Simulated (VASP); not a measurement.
Runs of VASP 6.6.1 on Cl. The structure is that of space group Im-3m (No. 229), or close to it. The cells are those of the table. 

| task | level | cell | cutoff (eV) | k mesh for the DOS | occupations for the DOS | gap on the mesh (eV) | pressure (GPa) |
| --- | --- | --- | --- | --- | --- | --- | --- |
| single point | PBE | a = 2.239 Å, angles 109.5°, 1 atom | 520 | - | - | none | (b) |
| relaxation of cell and atoms | PBE | relaxed from a = 3.057 Å, angles 109.5°, 1 atom | 600 | - | - | none | 0.0 |
| single point | PBE | a = 2.698 Å, angles 109.5°, 1 atom | 520 | - | - | none | 26.6 |
| single point | revPBE | a = 3.039 Å, angles 109.5°, 1 atom | 520 | - | - | none | 2.0 |
| single point | PBE | a = 2.412 Å, angles 109.5°, 1 atom | 520 | - | - | none | 112.3 |
| single point | PBE | a = 2.934 Å, angles 109.5°, 1 atom | 520 | - | - | none | (a) |

Alike in all rows: potentials or basis VASP PAW PBE potentials, release 64 (Cl); no spin polarisation; k mesh 17 × 17 × 17; smearing fermi-dirac 0.1 eV.

Problem. Estimate the missing entries.

Solution. (a) 4.1; (b) 236.1.

Caveats: an odd number of electrons without spin polarisation forces a metal; a magnetic or distorted state may lie lower; the PAW data sets were made with another functional, which shifts forces and pressure a little (some runs).

A gap of «none» marks levels without a gap at the run's occupations.
